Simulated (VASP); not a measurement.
# W (Fm-3m) in VASP: a series of runs, part 2 of 2

VASP 6.6.1. Earlier steps stand in the parts before.

## Step 3: Electric field gradients, LDA (volume scaled by 1.025)

INCAR

```
PREC = Accurate
ENCUT = 520
EDIFF = 1E-8
ISMEAR = -1
SIGMA = 0.05
LREAL = False
LASPH = True
NELM = 80
ALGO = Normal
ISIF = 2
LWAVE = False
LCHARG = False
GGA = CA
LEFG = True
NBANDS = 13
```

KPOINTS

```
regular mesh
0
Gamma
  14 14 14
```

POSCAR

```
W
1.0
    0.0000000000      2.0467776204      2.0467776204
    2.0467776204      0.0000000000      2.0467776204
    2.0467776204      2.0467776204      0.0000000000
W
1
Direct
    0.0000000000      0.0000000000      0.0000000000
```

Potentials or basis: VASP PAW LDA potentials, release 64 (W_sv).

The run is started by

```console
$ cat potpaw_LDA.64/W_sv/POTCAR > POTCAR
$ mpirun -np 1 vasp_std > vasp.out
```

OUTCAR:

```text
PREC = Accurate
   ENCUT = 520
   EDIFF = 1E-8
   ISMEAR = -1
   LREAL = False
   LASPH = True
   NELM = 80
   ISIF = 2
   GGA = CA

 ion  position               nearest neighbor table
   1  0.000  0.000  0.000-

  LATTYP: Found a face centered cubic cell.
 ALAT       =     4.0935552408

  Lattice vectors:

 A1 = (   0.0000000000,   2.0467776204,   2.0467776204)
 A2 = (   2.0467776204,   0.0000000000,   2.0467776204)
 A3 = (   2.0467776204,   2.0467776204,   0.0000000000)

Analysis of symmetry for initial positions (statically):
=====================================================================
 Subroutine PRICEL returns:
 Original cell was already a primitive cell.

 Routine SETGRP: Setting up the symmetry group for a
 face centered cubic supercell.

 Subroutine GETGRP returns: Found 48 space group operations
 (whereof 48 operations were pure point group operations)
 out of a pool of 48 trial point group operations.

The static configuration has the point symmetry O_h .

Analysis of symmetry for dynamics (positions and initial velocities):
=====================================================================
 Subroutine PRICEL returns:
 Original cell was already a primitive cell.

 Routine SETGRP: Setting up the symmetry group for a
 face centered cubic supercell.

 Subroutine GETGRP returns: Found 48 space group operations
 (whereof 48 operations were pure point group operations)
 out of a pool of 48 trial point group operations.

The dynamic configuration has the point symmetry O_h .

[... 159 lines left out ...]
      7       9.2184      1.99993
      8       9.2184      1.99993
      9      12.1141      0.00000
     10      12.1141      0.00000
     11      22.5747      0.00000
     12      27.5088      0.00000
     13      27.5088      0.00000
[... 354 lines left out ...]
  band No.  band energies     occupation
      1     -63.5052      2.00000
      2     -27.9978      2.00000
      3     -27.6266      2.00000
      4     -27.6162      2.00000
      5       3.7028      2.00000
      6       7.6034      2.00000
      7       9.4095      1.99670
      8      10.3128      0.00002
      9      11.6052      0.00000
     10      13.1149      0.00000
     11      24.1331      0.00000
     12      26.9523      0.00000
     13      29.0039      0.00000

 [... further k-points ...]

------------------------ aborting loop because EDIFF is reached ----------------------------------------

  FORCE on cell =-STRESS in cart. coord.  units (eV):
  Direction    XX          YY          ZZ          XY          YZ          ZX
  --------------------------------------------------------------------------------------
  -------------------------------------------------------------------------------------
  Total       -2.3624416     -2.3624416     -2.3624416      0.0000000     -0.0000000      0.0000000
  in kB     -220.7138989   -220.7138989   -220.7138989      0.0000000     -0.0000000      0.0000000
  external PRESSURE =    -220.7138989 kB  Pullay stress =       0.0000000 kB

 VOLUME and BASIS-vectors are now :
 -----------------------------------------------------------------------------
  energy-cutoff  :      520.00
  volume of cell :       17.15
      direct lattice vectors                 reciprocal lattice vectors
     0.000000000  2.046777620  2.046777620    -0.244286431  0.244286431  0.244286431
     2.046777620  0.000000000  2.046777620     0.244286431 -0.244286431  0.244286431
     2.046777620  2.046777620  0.000000000     0.244286431  0.244286431 -0.244286431

 POSITION                                       TOTAL-FORCE (eV/Angst)
 -----------------------------------------------------------------------------------
      0.00000      0.00000      0.00000         0.000000      0.000000      0.000000
 -----------------------------------------------------------------------------------
    total drift:                                0.000000      0.000000      0.000000

  FREE ENERGIE OF THE ION-ELECTRON SYSTEM (eV)
  ---------------------------------------------------
  free  energy   TOTEN  =       -13.5158946417 eV

  energy  without entropy=      -13.5051097963  energy(sigma->0) =      -13.51050222

 Electric field gradients (V/A^2)
---------------------------------------------------------------------
 ion       V_xx      V_yy      V_zz      V_xy      V_xz      V_yz
---------------------------------------------------------------------
   1       0.000     0.000    -0.000    -0.000    -0.000    -0.000
---------------------------------------------------------------------

 Electric field gradients after diagonalization (V/A^2)
 (convention: |V_zz| > |V_xx| > |V_yy|)
----------------------------------------------------------------------
 ion       V_xx      V_yy      V_zz     asymmetry (V_yy - V_xx)/ V_zz
----------------------------------------------------------------------
   1       0.000     0.000    -0.001       0.000
----------------------------------------------------------------------

           NMR quadrupolar parameters

 Cq : quadrupolar parameter    Cq=e*Q*V_zz/h
 eta: asymmetry parameters     (V_yy - V_xx)/ V_zz
 Q  : nuclear electric quadrupole moment in mb (millibarn)
----------------------------------------------------------------------
 ion       Cq(MHz)       eta       Q (mb)
----------------------------------------------------------------------
   1      -0.000       0.000       1.000
----------------------------------------------------------------------
```

stdout:

```text
POSCAR found type information on POSCAR W
 POSCAR found :  1 types and       1 ions
 scaLAPACK will be used
 LDA part: xc-table for (Slater(with rela. corr.)+CA(PZ))
 , standard interpolation
 POSCAR, INCAR and KPOINTS ok, starting setup
 FFT: planning ... GRIDC
 FFT: planning ... GRID_SOFT
 FFT: planning ... GRID
 WAVECAR not read
 entering main loop
ion   1
```

Run time: 11 s. Hardware: 1 thread of Intel Xeon Platinum 8488C (Sapphire Rapids), shared host; peak memory 0.14 GiB.

What came out:

* Free energy: -13.5159 eV
* Pressure: -22.1 GPa
* Band gap on the k mesh: zero (band 7 reaches 12.71 eV, above the bottom of band 8 at 9.22 eV)

Caveat: without QUAD_EFG the Cq values of the log hold for a quadrupole moment of 1 mb, not for the nuclei; spin-orbit coupling is left out, which moves the levels of the heavy elements.
